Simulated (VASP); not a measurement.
# AlP (F-43m) in VASP: further runs

Runs on AlP. Level: r2SCAN. Tasks: single point.

All numbers are computed with VASP 6.6.1; they aren't measurements. Logs are shortened: lines on timing, memory, paths and dates and some standing lists are left out, and cuts for length are marked.

**1. The cell of the first run**

Symmetry: F-43m, No. 216, cubic system. Conventional cell: a = 5.367 Å, b = 5.367 Å, c = 5.367 Å, α = 90.00°, β = 90.00°, γ = 90.00°. Al (site symmetry -43m) has 4 P at 2.32 Å within 3.1 Å. P (site symmetry -43m) has 4 Al at 2.32 Å within 3.1 Å.

**2. Single point, r2SCAN (19.32 Å³/atom)**

POSCAR reads:

```
AlP
1.0
    0.0000000000      2.6833416516      2.6833416516
    2.6833416516      0.0000000000      2.6833416516
    2.6833416516      2.6833416516      0.0000000000
Al P
1 1
Direct
    0.0000000000      0.0000000000      0.0000000000
    0.2500000000      0.2500000000      0.2500000000
```

INCAR.step1 reads:

```
SYSTEM = AlP
PREC = Accurate
ENCUT = 550
ISMEAR = 0
SIGMA = 0.02
LREAL = .FALSE.
LASPH = .TRUE.
NELM = 120
NBANDS = 11
GGA = PE
ALGO = Normal
EDIFF = 1E-5
LWAVE = .TRUE.
LCHARG = .FALSE.
GGA_COMPAT = .FALSE.
```

INCAR.step2 reads:

```
SYSTEM = AlP
PREC = Accurate
ENCUT = 550
EDIFF = 1E-6
ISMEAR = 0
SIGMA = 0.02
LREAL = .FALSE.
LASPH = .TRUE.
NELM = 120
ALGO = Normal
ISIF = 2
LWAVE = .FALSE.
LCHARG = .TRUE.
METAGGA = R2SCAN
LMIXTAU = .TRUE.
LELF = .TRUE.
LVHAR = .TRUE.
NBANDS = 11
ISTART = 1
GGA_COMPAT = .FALSE.
```

KPOINTS reads:

```
regular mesh
0
G
  8 8 8
  0 0 0
```

Potentials or basis: VASP PAW PBE potentials, release 64 (Al, P).

On the command line:

```
cat potpaw_PBE.64/Al/POTCAR potpaw_PBE.64/P/POTCAR > POTCAR
cp INCAR.step1 INCAR
mpirun -np 1 vasp_std > vasp.out
cp INCAR.step2 INCAR
mpirun -np 1 vasp_std > vasp.out
```

OUTCAR:

```text
SYSTEM = AlP
   PREC = Accurate
   ENCUT = 550
   EDIFF = 1E-6
   ISMEAR = 0
   LREAL = .FALSE.
   LASPH = .TRUE.
   NELM = 120
   ISIF = 2
   METAGGA = R2SCAN
   ISTART = 1

 ion  position               nearest neighbor table
   1  0.000  0.000  0.000-   2 2.32   2 2.32   2 2.32   2 2.32
   2  0.250  0.250  0.250-   1 2.32   1 2.32   1 2.32   1 2.32

  LATTYP: Found a face centered cubic cell.
 ALAT       =     5.3666833032

  Lattice vectors:

 A1 = (   0.0000000000,   2.6833416516,   2.6833416516)
 A2 = (   2.6833416516,   0.0000000000,   2.6833416516)
 A3 = (   2.6833416516,   2.6833416516,   0.0000000000)

Analysis of symmetry for initial positions (statically):
=====================================================================
 Subroutine PRICEL returns:
 Original cell was already a primitive cell.

 Routine SETGRP: Setting up the symmetry group for a
 face centered cubic supercell.

 Subroutine GETGRP returns: Found 24 space group operations
 (whereof 24 operations were pure point group operations)
 out of a pool of 48 trial point group operations.

The static configuration has the point symmetry T_d .

Analysis of symmetry for dynamics (positions and initial velocities):
=====================================================================
 Subroutine PRICEL returns:
 Original cell was already a primitive cell.

 Routine SETGRP: Setting up the symmetry group for a
 face centered cubic supercell.

 Subroutine GETGRP returns: Found 24 space group operations
 (whereof 24 operations were pure point group operations)
 out of a pool of 48 trial point group operations.

The dynamic configuration has the point symmetry T_d .

 Subroutine INISYM returns: Found 24 space group operations
 (whereof 24 operations are pure point group operations),
 and found     1 'primitive' translations

----------------------------------------------------------------------------------------

                                     Primitive cell

  volume of cell :      38.6419

  direct lattice vectors                    reciprocal lattice vectors
     0.000000000  2.683341652  2.683341652    -0.186334826  0.186334826  0.186334826
     2.683341652  0.000000000  2.683341652     0.186334826 -0.186334826  0.186334826
     2.683341652  2.683341652  0.000000000     0.186334826  0.186334826 -0.186334826

  length of vectors
     3.794818156  3.794818156  3.794818156     0.322741386  0.322741386  0.322741386

  position of ions in fractional coordinates (direct lattice)
     0.000000000  0.000000000  0.000000000
     0.250000000  0.250000000  0.250000000

  ion indices of the primitive-cell ions
   primitive index   ion index
                 1           1
                 2           2

----------------------------------------------------------------------------------------

 KPOINTS: regular mesh

Automatic generation of k-mesh.
 Grid dimensions read from file:
 generate k-points for:    8    8    8

 Generating k-lattice:

  Cartesian coordinates                     Fractional coordinates (reciprocal lattice)
    -0.023291853  0.023291853  0.023291853     0.125000000  0.000000000  0.000000000
     0.023291853 -0.023291853  0.023291853     0.000000000  0.125000000  0.000000000
     0.023291853  0.023291853 -0.023291853     0.000000000  0.000000000  0.125000000

  Length of vectors
     0.040342673  0.040342673  0.040342673

  Shift w.r.t. Gamma in fractional coordinates (k-lattice)
     0.000000000  0.000000000  0.000000000

 Subroutine IBZKPT returns following result:
 ===========================================

 Found     29 irreducible k-points:

 Following reciprocal coordinates:
            Coordinates               Weight
  0.000000  0.000000  0.000000      1.000000
  0.125000  0.000000  0.000000      8.000000
  0.250000  0.000000  0.000000      8.000000
  0.375000  0.000000  0.000000      8.000000
  0.500000  0.000000  0.000000      4.000000
  0.125000  0.125000  0.000000      6.000000
[... 16 lines left out ...]
  0.500000  0.250000  0.125000     48.000000
 -0.375000  0.250000  0.125000     24.000000
 [... further k-points ...]
   k-points           NKPTS =     29   k-points in BZ     NKDIM =     29   number of bands    NBANDS=     11
   number of dos      NEDOS =    301   number of ions     NIONS =      2
   total plane-waves  NPLWV =  27000
   dimension x,y,z NGX =    30 NGY =   30 NGZ =   30
   dimension x,y,z NGXF=    60 NGYF=   60 NGZF=   60
   ions per type =               1   1
   NGX,Y,Z   is equivalent  to a cutoff of  13.14, 13.14, 13.14 a.u.
   NGXF,Y,Z  is equivalent  to a cutoff of  26.29, 26.29, 26.29 a.u.
 SYSTEM =  AlP
   PREC   = accura    normal or accurate (medium, high low for compatibility)
   ISTART =      1    job   : 0-new  1-cont  2-samecut
   ICHARG =      0    charge: 1-file 2-atom 10-const
   ISPIN  =      1    spin polarized calculation?
   LNONCOLLINEAR =      F non collinear calculations
   LSORBIT =      F    spin-orbit coupling
   LASPH  =      T    aspherical Exc in radial PAW
   ENCUT  =  550.0 eV  40.42 Ry    6.36 a.u.   7.26  7.26  7.26*2*pi/ulx,y,z
   NELM   =    120;   NELMIN=  2; NELMDL=  0     # of ELM steps
   EDIFF  = 0.1E-05   stopping-criterion for ELM
   LREAL  =      F    real-space projection
   EDIFFG = 0.1E-04   stopping-criterion for IOM
   NSW    =      0    number of steps for IOM
   IBRION =     -1    ionic relax: 0-MD 1-quasi-New 2-CG
   NFREE  =      0    steps in history (QN), initial steepest desc. (CG)
   ISIF   =      2    stress and relaxation
   ISYM   =      2    0-nonsym 1-usesym 2-fastsym
   POTIM  = 0.5000    time-step for ionic-motion
   TEBEG  =    0.0;   TEEND  =   0.0 temperature during run
   PSTRESS=    0.0 pullay stress
   NELECT =       8.0000    total number of electrons
   NUPDOWN=      -1.0000    fix difference up-down
   EMIN   =  10.00;   EMAX   =-10.00  energy-range for DOS
   EFERMI =   0.00;   METHOD = LEGACY
   ISMEAR =     0;   SIGMA  =   0.02  broadening in eV -4-tet -1-fermi 0-gaus
   EFERMI_NEDOS =   21; number of points for ismear=-14 and -15
   IALGO  =     38    algorithm
   IMIX   =      4    mixing-type and parameters
     AMIX     =   0.40;   BMIX     =  1.00
     AMIX_MAG =   1.60;   BMIX_MAG =  1.00
  volume/ion in A,a.u.               =      19.32       130.38
  Fermi-wavevector in a.u.,A,eV,Ry     =   0.968469  1.830140 12.761331  0.937931
  Thomas-Fermi vector in A             =   2.098440
   LORBIT       =      0    0 simple, 1 ext, 2 COOP (PROOUT), +10 PAW based schemes
   METAGGA = R2SCAN    functional components
   LHFCALC =     F    Hartree Fock is set to
   AEXX    =    0.0000 exact exchange contribution
   IVDW    =     0    specifies the selected vdW correction
   LEPSILON=     F    determine dielectric tensor
   LRPA    =     F    only Hartree local field effects (RPA)
 non-spin polarized calculation
 Gauss-broadening in eV      SIGMA  =   0.02
  energy-cutoff  :      550.00
  volume of cell :       38.64
 maximum number of plane-waves:      1158
 NGX is ok and might be reduce to    30
   NGX = 15   NGY = 15   NGZ = 15

 number of electron       8.0000000 magnetization

 Free energy of the ion-electron system (eV)
  ---------------------------------------------------
  ext. energy  EPLUGINS =         0.00000000
  ---------------------------------------------------
  free energy    TOTEN  =       -17.16799272 eV

  energy without entropy =      -17.16799272  energy(sigma->0) =      -17.16799272

 E-fermi :   5.0122     XC(G=0):  -9.8375

 val. band max:        4.8926542258   @ k =   0.0000   0.0000   0.0000
 cond. band min:       6.7012511969   @ k =   0.5000   0.5000   0.0000
 fundamental gap:      1.8085969711
 Fermi energy:         5.0121612566

 k-point     1 :       0.0000    0.0000    0.0000
  band No.  band energies     occupation
      1      -7.4091      2.00000
      2       4.8927      2.00000
      3       4.8927      2.00000
      4       4.8927      2.00000
      5       9.3772      0.00000
      6       9.9457      0.00000
      7       9.9457      0.00000
      8       9.9457      0.00000
      9      14.2593      0.00000
     10      14.2593      0.00000
     11      16.5062      0.00000

 k-point     2 :       0.1250    0.0000    0.0000
  band No.  band energies     occupation
      1      -7.2184      2.00000
      2       3.6564      2.00000
      3       4.7333      2.00000
      4       4.7333      2.00000
      5       9.4630      0.00000
      6      10.2569      0.00000
      7      10.2569      0.00000
      8      10.8241      0.00000
      9      13.7607      0.00000
     10      13.7607      0.00000
     11      17.0401      0.00000

 k-point     3 :       0.2500    0.0000    0.0000
  band No.  band energies     occupation
      1      -6.6802      2.00000
      2       1.5674      2.00000
      3       4.4163      2.00000
      4       4.4163      2.00000
      5       8.9614      0.00000
      6      10.5567      0.00000
      7      10.5567      0.00000
      8      12.8782      0.00000
      9      13.7936      0.00000
     10      13.7936      0.00000
     11      16.3091      0.00000

 k-point     4 :       0.3750    0.0000    0.0000
  band No.  band energies     occupation
      1      -5.9505      2.00000
      2      -0.2304      2.00000
      3       4.1624      2.00000
      4       4.1624      2.00000
      5       8.5679      0.00000
      6      10.2973      0.00000
      7      10.2973      0.00000
      8      13.9861      0.00000
      9      15.3622      0.00000
     10      15.3622      0.00000
     11      16.8233      0.00000
[... 239 lines left out ...]
 k-point    22 :       0.3750    0.2500    0.1250
  band No.  band energies     occupation
      1      -6.2233      2.00000
      2       1.2594      2.00000
      3       2.8462      2.00000
      4       3.9132      2.00000
      5       9.2179      0.00000
      6      10.3823      0.00000
      7      10.9319      0.00000
      8      12.4359      0.00000
      9      14.0788      0.00000
     10      16.7145      0.00000
     11      19.0181      0.00000

 k-point    23 :       0.5000    0.2500    0.1250
  band No.  band energies     occupation
      1      -5.5523      2.00000
      2       0.0266      2.00000
      3       2.2546      2.00000
      4       3.4910      2.00000
      5       9.3122      0.00000
      6      10.2766      0.00000
      7      11.6072      0.00000
      8      12.7378      0.00000
      9      15.3094      0.00000
     10      17.3967      0.00000
     11      18.8265      0.00000

 k-point    24 :      -0.3750    0.2500    0.1250
  band No.  band energies     occupation
      1      -5.1797      2.00000
      2      -0.6047      2.00000
      3       2.1226      2.00000
      4       3.2823      2.00000
      5       9.2984      0.00000
      6       9.9984      0.00000
      7      12.4916      0.00000
      8      13.3913      0.00000
      9      14.8430      0.00000
     10      17.3746      0.00000
     11      18.8682      0.00000

 [... further k-points ...]

------------------------ aborting loop because EDIFF is reached ----------------------------------------

  FORCE on cell =-STRESS in cart. coord.  units (eV):
  Direction    XX          YY          ZZ          XY          YZ          ZX
  --------------------------------------------------------------------------------------
  -------------------------------------------------------------------------------------
  Total        1.4479832      1.4479832      1.4479832     -0.0000000     -0.0000000      0.0000000
  in kB       60.0366159     60.0366159     60.0366159     -0.0000000     -0.0000000      0.0000000
  external PRESSURE =      60.0366159 kB  Pullay stress =       0.0000000 kB

 VOLUME and BASIS-vectors are now :
 -----------------------------------------------------------------------------
  energy-cutoff  :      550.00
  volume of cell :       38.64
      direct lattice vectors                 reciprocal lattice vectors
     0.000000000  2.683341652  2.683341652    -0.186334826  0.186334826  0.186334826
     2.683341652  0.000000000  2.683341652     0.186334826 -0.186334826  0.186334826
     2.683341652  2.683341652  0.000000000     0.186334826  0.186334826 -0.186334826

 POSITION                                       TOTAL-FORCE (eV/Angst)
 -----------------------------------------------------------------------------------
      0.00000      0.00000      0.00000         0.000000      0.000000      0.000000
      1.34167      1.34167      1.34167        -0.000000     -0.000000     -0.000000
 -----------------------------------------------------------------------------------
    total drift:                               -0.000000     -0.000000     -0.000000

  FREE ENERGIE OF THE ION-ELECTRON SYSTEM (eV)
  ---------------------------------------------------
  free  energy   TOTEN  =       -17.1679927249 eV

  energy  without entropy=      -17.1679927249  energy(sigma->0) =      -17.16799272
```

Run time: 32 s. Hardware: 1 thread of Intel Xeon 6975P-C (Granite Rapids), shared host; peak memory 0.16 GiB.

What came out:

```yaml
Free_energy: -17.1680 eV
Pressure: 6.0 GPa
Band_gap_on_the_k_mesh: 1.81 eV (least direct gap 4.10 eV)
```

Caveat: the cell stands under pressure; the PAW data sets were made with another functional, which shifts forces and pressure a little. A k mesh can miss the band edges.

**3. Single point, r2SCAN (19.94 Å³/atom)**

This run uses another cell than the first one, of 19.94 Å³/atom.

POSCAR reads:

```
AlP
1.0
    0.0000000000      2.7115894290      2.7115894290
    2.7115894290      0.0000000000      2.7115894290
    2.7115894290      2.7115894290      0.0000000000
Al P
1 1
Direct
    0.0000000000      0.0000000000      0.0000000000
    0.2500000000      0.2500000000      0.2500000000
```

INCAR.step1 reads:

```
PREC = Accurate
ENCUT = 550
ISMEAR = 0
SIGMA = 0.02
LREAL = F
LASPH = T
NELM = 120
NBANDS = 11
GGA = PE
ALGO = Normal
EDIFF = 1E-5
LWAVE = T
LCHARG = F
GGA_COMPAT = F
```

INCAR.step2 reads:

```
PREC = Accurate
ENCUT = 550
EDIFF = 1E-6
ISMEAR = 0
SIGMA = 0.02
LREAL = F
LASPH = T
NELM = 120
ALGO = Normal
ISIF = 2
LWAVE = F
LCHARG = T
METAGGA = R2SCAN
LMIXTAU = T
LELF = T
LVHAR = T
NBANDS = 11
ISTART = 1
GGA_COMPAT = F
```

KPOINTS reads:

```
regular mesh
0
Gamma
  8 8 8
```

Potentials or basis: VASP PAW PBE potentials, release 64 (Al, P).

On the command line:

```
cat potpaw_PBE.64/Al/POTCAR potpaw_PBE.64/P/POTCAR > POTCAR
cp INCAR.step1 INCAR
mpirun -np 1 vasp_std > vasp.out
cp INCAR.step2 INCAR
mpirun -np 1 vasp_std > vasp.out
```

It took 36 s on 1 thread of Intel Xeon 6975P-C (Granite Rapids), shared host; peak memory 0.16 GiB.

The run converged. Its results:

```
Free energy            : -17.2009 eV
Pressure               : 2.6 GPa
Band gap on the k mesh : 1.87 eV (least direct gap 4.09 eV)
```

Levels at points of the mesh, in eV from the valence-band top:
```csv
k point,band 2,band 3,band 4,band 5,band 6,band 7
"(0.00, 0.00, 0.00)",0.00,0.00,0.00,4.19,5.01,5.01
"(0.50, 0.00, 0.00)",-5.77,-0.80,-0.80,3.41,5.23,5.23
"(0.50, 0.50, 0.00)",-5.50,-2.22,-2.22,1.87,2.84,12.18
```

Caveat: the PAW data sets were made with another functional, which shifts forces and pressure a little. A k mesh can miss the band edges.

**4. Single point, r2SCAN (21.17 Å³/atom)**

This run uses another cell than the first one, of 21.17 Å³/atom.

POSCAR reads:

```
AlP
1.0
    0.0000000000      2.7663837763      2.7663837763
    2.7663837763      0.0000000000      2.7663837763
    2.7663837763      2.7663837763      0.0000000000
Al P
1 1
Direct
    0.0000000000      0.0000000000      0.0000000000
    0.2500000000      0.2500000000      0.2500000000
```

INCAR.step1 reads:

```
PREC     = Accurate       # precision mode
ENCUT    = 550            # plane-wave cutoff, eV
ISMEAR   = 0              # smearing method
SIGMA    = 0.02           # smearing width, eV
LREAL    = F              # projectors in reciprocal space
LASPH    = T              # aspherical terms in the spheres
NELM     = 120            # most SCF steps
NBANDS   = 11             # bands
GGA      = PE             # functional
ALGO     = Normal         # electronic algorithm
EDIFF    = 1E-5           # SCF threshold, eV
LWAVE    = T              # write WAVECAR
LCHARG   = F              # write CHGCAR
GGA_COMPAT= F
```

INCAR.step2 reads:

```
PREC     = Accurate       # precision mode
ENCUT    = 550            # plane-wave cutoff, eV
EDIFF    = 1E-6           # SCF threshold, eV
ISMEAR   = 0              # smearing method
SIGMA    = 0.02           # smearing width, eV
LREAL    = F              # projectors in reciprocal space
LASPH    = T              # aspherical terms in the spheres
NELM     = 120            # most SCF steps
ALGO     = Normal         # electronic algorithm
ISIF     = 2              # what is computed and relaxed
LWAVE    = F              # write WAVECAR
LCHARG   = F              # write CHGCAR
METAGGA  = R2SCAN         # meta-GGA
LMIXTAU  = T            
NBANDS   = 11             # bands
ISTART   = 1            
GGA_COMPAT= F
```

KPOINTS reads:

```
Automatic mesh
0
Gamma
  8 8 8
```

On the command line:

```
cat potpaw_PBE.64/Al/POTCAR potpaw_PBE.64/P/POTCAR > POTCAR
cp INCAR.step1 INCAR
mpirun -np 1 vasp_std > vasp.out
cp INCAR.step2 INCAR
mpirun -np 1 vasp_std > vasp.out
```

Wall time 33 s (1 thread of Intel Xeon 6975P-C (Granite Rapids), shared host); peak memory 0.17 GiB.

Results (log left out):

| Quantity | Value |
| --- | --- |
| Free energy | -17.1973 eV |
| Pressure | -2.8 GPa |
| Band gap on the k mesh | 1.98 eV (least direct gap 3.64 eV) |

Levels at points of the mesh, in eV from the valence-band top:
```
           k point  band 1  band 2  band 3  band 4  band 5  band 6  band 7  band 8  band 9
(0.00, 0.00, 0.00)  -11.76    0.00    0.00    0.00    3.64    4.92    4.92    4.92    9.26
(0.50, 0.00, 0.00)  -10.11   -5.50   -0.77   -0.77    3.17    5.21    5.21    8.82   12.04
(0.50, 0.50, 0.00)   -9.46   -5.30   -2.10   -2.10    1.98    2.85   11.63   11.63   12.59
```

Caveat: the PAW data sets were made with another functional, which shifts forces and pressure a little. r2SCAN opens gaps a little over a GGA but as a rule still falls short of measured ones.

**5. The runs side by side**

| cell | gap on the mesh (eV) | pressure (GPa) |
| --- | --- | --- |
| a = 3.795 Å, angles 60.0°, 2 atoms | 1.81 | 6.0 |
| a = 3.835 Å, angles 60.0°, 2 atoms | 1.87 | 2.6 |
| a = 3.912 Å, angles 60.0°, 2 atoms | 1.98 | -2.8 |

Alike in all rows: task single point; level r2SCAN; potentials or basis VASP PAW PBE potentials, release 64 (Al, P); no spin polarisation; k mesh 8 × 8 × 8; cutoff (eV) 550; smearing gaussian 0.02 eV.

Caveats: the PAW data sets were made with another functional, which shifts forces and pressure a little; the cell stands under pressure (at least some runs).

Absolute energies hang on the potentials; compare differences alone.
